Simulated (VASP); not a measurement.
# ScAlN2 (Pmmm) in VASP: single point with PBE

Aim: the single point of ScAlN2 with PBE.

Everything below comes from runs of VASP 6.6.1. Logs are shortened: lines on timing, memory, paths and dates and some standing lists are left out, and cuts for length are marked.

## 1. The cell of the first run

Symmetry: Pmmm, No. 47, orthorhombic system. Conventional cell: a = 2.660 Å, b = 3.457 Å, c = 6.142 Å, α = 90.00°, β = 90.00°, γ = 90.00°. Within 2.7 Å of Sc (site symmetry mmm) lie 2 N at 1.96 Å and 2 Sc at 2.66 Å. Within 2.7 Å of Al (site symmetry mmm) lie 4 N at 2.06 Å and 2 Al at 2.66 Å. Within 2.7 Å of N (site symmetry mm2) lie 1 Sc at 1.96 Å and 2 Al at 2.06 Å and 3 N at 2.23 to 2.66 Å.

The cell was generated, and may not be a known phase.

## 2. Single point, PBE

Contents of INCAR:

```
SYSTEM = ScAlN2
PREC = Accurate ; ENCUT = 1330
EDIFF = 1E-6 ; ISMEAR = 0
SIGMA = 0.1 ; LREAL = .FALSE.
LASPH = .TRUE. ; NELM = 120
ALGO = Normal ; ISIF = 2
LWAVE = .FALSE. ; LCHARG = .TRUE.
GGA = PE ; LELF = .TRUE.
LVHAR = .TRUE. ; NBANDS = 20
GGA_COMPAT = .FALSE.
```

Contents of KPOINTS:

```
regular mesh
0
G
  6 6 4
  0 0 0
```

Contents of POSCAR:

```
ScAlN2
1.0
    2.6602130300      0.0000000000      0.0000000000
    0.0000000000      3.4571557700      0.0000000000
    0.0000000000      0.0000000000      6.1420655100
Sc Al N
1 1 2
Direct
    0.0000000000      0.0000000000      0.0000000000
    0.0000000000      0.5000000000      0.5000000000
    0.0000000000      0.0000000000      0.3183432800
    0.0000000000      0.0000000000      0.6816567200
```

Potentials or basis: VASP PAW PBE potentials, release 64 (Sc_sv, Al, N_h).

Command:

```sh
cat potpaw_PBE.64/Sc_sv/POTCAR potpaw_PBE.64/Al/POTCAR potpaw_PBE.64/N_h/POTCAR > POTCAR
mpirun -np 1 vasp_std > vasp.out
```

OUTCAR:

```text
SYSTEM = ScAlN2
   PREC = Accurate
   ENCUT = 1330
   EDIFF = 1E-6
   ISMEAR = 0
   LREAL = .FALSE.
   LASPH = .TRUE.
   NELM = 120
   ISIF = 2
   GGA = PE

 ion  position               nearest neighbor table
   1  0.000  0.000  0.000-   3 1.96   4 1.96
   2  0.000  0.500  0.500-   3 2.06   4 2.06   3 2.06   4 2.06
   3  0.000  0.000  0.318-   1 1.96   2 2.06   2 2.06
   4  0.000  0.000  0.682-   1 1.96   2 2.06   2 2.06

  LATTYP: Found a simple orthorhombic cell.
 ALAT       =     2.6602130300
 B/A-ratio  =     1.2995785416
 C/A-ratio  =     2.3088622756

  Lattice vectors:

 A1 = (   2.6602130300,   0.0000000000,   0.0000000000)
 A2 = (   0.0000000000,   3.4571557700,   0.0000000000)
 A3 = (   0.0000000000,   0.0000000000,   6.1420655100)

Analysis of symmetry for initial positions (statically):
=====================================================================
 Subroutine PRICEL returns:
 Original cell was already a primitive cell.

 Routine SETGRP: Setting up the symmetry group for a
 simple orthorhombic supercell.

 Subroutine GETGRP returns: Found  8 space group operations
 (whereof  8 operations were pure point group operations)
 out of a pool of  8 trial point group operations.

The static configuration has the point symmetry D_2h.

Analysis of symmetry for dynamics (positions and initial velocities):
=====================================================================
 Subroutine PRICEL returns:
 Original cell was already a primitive cell.

 Routine SETGRP: Setting up the symmetry group for a
 simple orthorhombic supercell.

 Subroutine GETGRP returns: Found  8 space group operations
 (whereof  8 operations were pure point group operations)
 out of a pool of  8 trial point group operations.

The dynamic configuration has the point symmetry D_2h.

 Subroutine INISYM returns: Found  8 space group operations
 (whereof  8 operations are pure point group operations),
 and found     1 'primitive' translations

----------------------------------------------------------------------------------------

                                     Primitive cell

  volume of cell :      56.4872

  direct lattice vectors                    reciprocal lattice vectors
     2.660213030  0.000000000  0.000000000     0.375909744  0.000000000  0.000000000
     0.000000000  3.457155770  0.000000000     0.000000000  0.289255118  0.000000000
     0.000000000  0.000000000  6.142065510     0.000000000  0.000000000  0.162811679
[... 88 lines left out ...]
   EDIFF  = 0.1E-05   stopping-criterion for ELM
   LREAL  =      F    real-space projection
   EDIFFG = 0.1E-04   stopping-criterion for IOM
   NSW    =      0    number of steps for IOM
   IBRION =     -1    ionic relax: 0-MD 1-quasi-New 2-CG
   NFREE  =      0    steps in history (QN), initial steepest desc. (CG)
   ISIF   =      2    stress and relaxation
   ISYM   =      2    0-nonsym 1-usesym 2-fastsym
   POTIM  = 0.5000    time-step for ionic-motion
   TEBEG  =    0.0;   TEEND  =   0.0 temperature during run
   PSTRESS=    0.0 pullay stress
   NELECT =      24.0000    total number of electrons
   NUPDOWN=      -1.0000    fix difference up-down
   EMIN   =  10.00;   EMAX   =-10.00  energy-range for DOS
   EFERMI =   0.00;   METHOD = LEGACY
   ISMEAR =     0;   SIGMA  =   0.10  broadening in eV -4-tet -1-fermi 0-gaus
   EFERMI_NEDOS =   21; number of points for ismear=-14 and -15
   IALGO  =     38    algorithm
   IMIX   =      4    mixing-type and parameters
     AMIX     =   0.40;   BMIX     =  1.00
     AMIX_MAG =   1.60;   BMIX_MAG =  1.00
  volume/ion in A,a.u.               =      14.12        95.30
  Fermi-wavevector in a.u.,A,eV,Ry     =   1.230728  2.325738 20.608618  1.514691
  Thomas-Fermi vector in A             =   2.365565
   LORBIT       =      0    0 simple, 1 ext, 2 COOP (PROOUT), +10 PAW based schemes
   GGA     = PE    functional components
   LHFCALC =     F    Hartree Fock is set to
   AEXX    =    0.0000 exact exchange contribution
   IVDW    =     0    specifies the selected vdW correction
   LEPSILON=     F    determine dielectric tensor
   LRPA    =     F    only Hartree local field effects (RPA)
 non-spin polarized calculation
 Gauss-broadening in eV      SIGMA  =   0.10
  energy-cutoff  :     1330.00
  volume of cell :       56.49
 maximum number of plane-waves:      6258
 NGX is ok and might be reduce to    32
   NGX = 15   NGY = 21   NGZ = 37

 number of electron      24.0000001 magnetization

 Free energy of the ion-electron system (eV)
  ---------------------------------------------------
  ext. energy  EPLUGINS =         0.00000000
  ---------------------------------------------------
  free energy    TOTEN  =       -24.02251516 eV

  energy without entropy =      -23.99728841  energy(sigma->0) =      -24.00990179

 E-fermi :   5.2017     XC(G=0): -10.2712

 val. band max:        5.1953669175   @ k =   0.1667   0.3333   0.0000
 cond. band min:       5.2107573960   @ k =   0.3333   0.3333   0.2500
 fundamental gap:      0.0153904785
 Fermi energy:         5.2016846942

 k-point     1 :       0.0000    0.0000    0.0000
  band No.  band energies     occupation
      1     -43.7281      2.00000
      2     -22.4693      2.00000
      3     -22.4229      2.00000
      4     -21.8811      2.00000
      5     -10.5784      2.00000
      6      -7.8096      2.00000
[... 541 lines left out ...]
     19      11.1196      0.00000
     20      12.7575      0.00000

 [... further k-points ...]

------------------------ aborting loop because EDIFF is reached ----------------------------------------

  FORCE on cell =-STRESS in cart. coord.  units (eV):
  Direction    XX          YY          ZZ          XY          YZ          ZX
  --------------------------------------------------------------------------------------
  -------------------------------------------------------------------------------------
  Total       10.0398708    -11.0126681      5.2480680     -0.0000000      0.0000000      0.0000000
  in kB      284.7664992   -312.3584973    148.8539028     -0.0000000      0.0000000      0.0000000
  external PRESSURE =      40.4206349 kB  Pullay stress =       0.0000000 kB

 VOLUME and BASIS-vectors are now :
 -----------------------------------------------------------------------------
  energy-cutoff  :     1330.00
  volume of cell :       56.49
      direct lattice vectors                 reciprocal lattice vectors
     2.660213030  0.000000000  0.000000000     0.375909744  0.000000000  0.000000000
     0.000000000  3.457155770  0.000000000     0.000000000  0.289255118  0.000000000
     0.000000000  0.000000000  6.142065510     0.000000000  0.000000000  0.162811679

 POSITION                                       TOTAL-FORCE (eV/Angst)
 -----------------------------------------------------------------------------------
      0.00000      0.00000      0.00000         0.000000      0.000000      0.000000
      0.00000      1.72858      3.07103         0.000000      0.000000      0.000000
      0.00000      0.00000      1.95529        -0.000000     -0.000000      0.466806
      0.00000      0.00000      4.18678         0.000000      0.000000     -0.466806
 -----------------------------------------------------------------------------------
    total drift:                                0.000000     -0.000000     -0.000000

  FREE ENERGIE OF THE ION-ELECTRON SYSTEM (eV)
  ---------------------------------------------------
  free  energy   TOTEN  =       -24.0225151603 eV

  energy  without entropy=      -23.9972884102  energy(sigma->0) =      -24.00990179
```

OSZICAR:

```text
N       E                     dE             d eps       ncg     rms          rms(c)
DAV:   1     0.300686546526E+03    0.30069E+03   -0.18452E+04  1920   0.241E+03
DAV:   2     0.198681318019E+02   -0.28082E+03   -0.27347E+03  1920   0.492E+02
DAV:   3    -0.274936001981E+02   -0.47362E+02   -0.43936E+02  3420   0.137E+02
DAV:   4    -0.319316872892E+02   -0.44381E+01   -0.42403E+01  2904   0.392E+01
DAV:   5    -0.320118529381E+02   -0.80166E-01   -0.79232E-01  2356   0.476E+00    0.188E+01
DAV:   6    -0.302232290170E+02    0.17886E+01   -0.14922E+02  3140   0.536E+01    0.177E+01
DAV:   7    -0.244143442518E+02    0.58089E+01   -0.47963E+01  3160   0.502E+01    0.646E+00
DAV:   8    -0.241267858974E+02    0.28756E+00   -0.30863E+00  2616   0.101E+01    0.462E+00
DAV:   9    -0.242154150433E+02   -0.88629E-01   -0.26315E+00  2960   0.109E+01    0.342E+00
DAV:  10    -0.240738339557E+02    0.14158E+00   -0.23535E+00  3216   0.759E+00    0.178E+00
DAV:  11    -0.240243385468E+02    0.49495E-01   -0.28485E-01  3124   0.247E+00    0.437E-01
DAV:  12    -0.240225681758E+02    0.17704E-02   -0.20054E-02  2912   0.897E-01    0.171E-01
DAV:  13    -0.240225116945E+02    0.56481E-04   -0.80790E-04  3028   0.215E-01    0.566E-02
DAV:  14    -0.240225259984E+02   -0.14304E-04   -0.39154E-05  2756   0.603E-02    0.313E-02
DAV:  15    -0.240225155924E+02    0.10406E-04   -0.73163E-05  3132   0.461E-02    0.558E-03
DAV:  16    -0.240225151603E+02    0.43208E-06   -0.17916E-06  1704   0.106E-02
   1 F= -.24022515E+02 E0= -.24009902E+02  d E =-.252268E-01
```

Wall time 3.1 min (1 thread of Intel Xeon Platinum 8259CL at 2.50GHz (Skylake/Cascade Lake), shared host); peak memory 0.46 GiB.

What came out:

```
Free energy            : -24.0225 eV
Pressure               : 4.0 GPa
Largest force          : 0.467 eV/Å
Band gap on the k mesh : zero (bands 12 and 13 overlap by 1.89 eV)
```

Forces in eV/Å, atoms in the order of the input:
```
Sc   0.000  0.000  0.000
Al   0.000  0.000  0.000
N    0.000  0.000  0.467
N    0.000  0.000 -0.467
```

Caveat: the k points lie up to 0.39 Å⁻¹ apart, too coarse for converged energies and pressures of a metal.
